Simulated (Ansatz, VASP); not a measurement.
**AgCl in VASP and in Ansatz**

The input INCAR:

```
SYSTEM = AgCl
PREC = Accurate
ENCUT = 520
EDIFF = 1E-7
ISMEAR = 0
SIGMA = 0.05
LREAL = .FALSE.
LASPH = .TRUE.
NELM = 100
ALGO = Normal
ISIF = 2
LWAVE = .FALSE.
LCHARG = .FALSE.
GGA = PS
NBANDS = 16
```

File KPOINTS:

```
Automatic mesh
0
G
  10 10 10
  0 0 0
```

The input POSCAR:

```
AgCl
1.0
    3.4339730000      0.0000000000      0.0000000000
    0.0000000000      3.4339730000      0.0000000000
    0.0000000000      0.0000000000      3.4339730000
Ag Cl
1 1
Direct
    0.0000000000      0.0000000000      0.0000000000
    0.3725965522      0.5000000000      0.5000000000
```

Input for Ansatz:

```yaml
crystal:
  lattice:
    - [3.433973, 0.0, 0.0]
    - [0.0, 3.433973, 0.0]
    - [0.0, 0.0, 3.433973]
  atoms:
    - { symbol: Ag, position: [0.0, 0.0, 0.0] }
    - { symbol: Cl, position: [0.3725965522, 0.5, 0.5] }
basis:
  ecutwfc: 420
kpoints:
  mp_grid: { grid: [10, 10, 10] }
hamiltonian:
  xc: pbesol
scf:
  occupations: { method: gaussian, width: 0.05 }
output:
  forces: true
  stress: true
  eigenvalues: true
```

Change from the starting cell: all Cl atoms moved +0.438 Å, as atom 2 towards its neighbour atom 2 (Cl) at 3.434 Å.

Alike in both runs: task single point; functional PBEsol; k mesh 10 × 10 × 10; occupations gaussian, width 0.05 eV; no spin polarisation.

```csv
,VASP,Ansatz
version,VASP 6.6.1,Ansatz 0.2.0
potentials or method,"VASP PAW PBE potentials, release 64 (Ag, Cl), cutoff 520 eV","scalar-relativistic, plane waves, PAW"
valence electrons in the cell,18,26
```

VASP gave:

```
gap on the k mesh at the Fermi level (eV)                     : 0.38
least direct gap on the mesh (eV)                             : 1.59
pressure (GPa)                                                : -2.2
traceless stress, the component that is largest in VASP (GPa) : -0.78
rms of the force components (eV/Å)                            : 0.006
```

Problem. Estimate Ansatz's values.

Solution. gap on the k mesh at the Fermi level (eV): 0.38; least direct gap on the mesh (eV): 1.59; pressure (GPa): -2.1; traceless stress, the component that is largest in VASP (GPa): -0.78; rms of the force components (eV/Å): 0.007.

VASP's potentials were made for PBE, not for PBEsol. Atom by atom the forces differ by 0.001 eV/Å (rms over components). The functional is the same, so the differences come from potentials, cutoffs and numerics. VASP's potentials hold 18 valence electrons a cell and Ansatz's 26, so a difference there can come from the potentials and not from the codes.
